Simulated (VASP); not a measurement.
## Re: single point with RPBE

Re:

```
CELL_PARAMETERS angstrom
-1.89752 1.55908 1.39085
1.55908 -1.89752 1.39085
3.51415 3.51415 -2.01070
ATOMIC_POSITIONS crystal
Re 0.95836 0.04164 0.00000
Re 0.79164 0.20836 0.50000
```

```
Program                : VASP 6.6.1
Task                   : single point
Functional             : RPBE
Potentials or basis    : VASP PAW PBE potentials, release 64 (Re)
Cutoff                 : 520 eV
k mesh                 : 16 × 16 × 8
Occupations            : fermi-dirac, width 0.1 eV
Spin                   : no spin polarisation
Dipole correction      : no
Further INCAR settings : ALGO = Normal; EDIFF = 1e-06; NBANDS = 14
```

```yaml
Pressure: -13.5 GPa
Band_gap_on_the_k_mesh: zero (bands 7 and 8 overlap by 2.96 eV)
```

Forces in eV/Å, atoms in the order of the input:
```
Re  -0.001  0.001  0.000
Re   0.001 -0.001  0.000
```

Stress tensor (GPa, compression positive):
```
-13.48  -0.25   0.00
 -0.25 -13.48   0.00
  0.00   0.00 -13.39
```

Levels at points of the mesh, in eV from the Fermi level:
| k point | band 4 | band 5 | band 6 | band 7 | band 8 | band 9 | band 10 | band 11 |
| --- | --- | --- | --- | --- | --- | --- | --- | --- |
| (0.00, 0.00, 0.00) | -1.41 | -1.41 | -0.66 | -0.66 | 0.18 | 0.18 | 0.49 | 3.06 |
| (0.50, 0.00, 0.00) | -3.71 | 0.38 | 0.38 | 0.79 | 0.80 | 3.85 | 3.85 | 4.34 |
| (0.50, 0.50, 0.00) | -1.74 | -1.71 | -1.27 | -0.56 | 3.57 | 3.94 | 4.05 | 5.49 |
| (0.00, 0.00, 0.50) | -2.19 | -1.54 | -1.54 | -1.53 | -1.53 | 2.30 | 2.30 | 2.31 |
| (0.50, 0.00, 0.50) | -1.74 | -1.71 | -1.27 | -0.56 | 3.57 | 3.94 | 4.05 | 5.49 |
| (0.50, 0.50, 0.50) | -3.72 | 0.38 | 0.38 | 0.80 | 0.80 | 3.85 | 3.85 | 4.34 |

Run time: 9 min on 1 thread of Intel Xeon 8259CL (shared host), peak memory 0.31 GiB.

Caveat: the cell stands under tension; the PAW data sets were made with another functional, which shifts forces and pressure a little; spin-orbit coupling is left out, which moves the levels of the heavy elements.
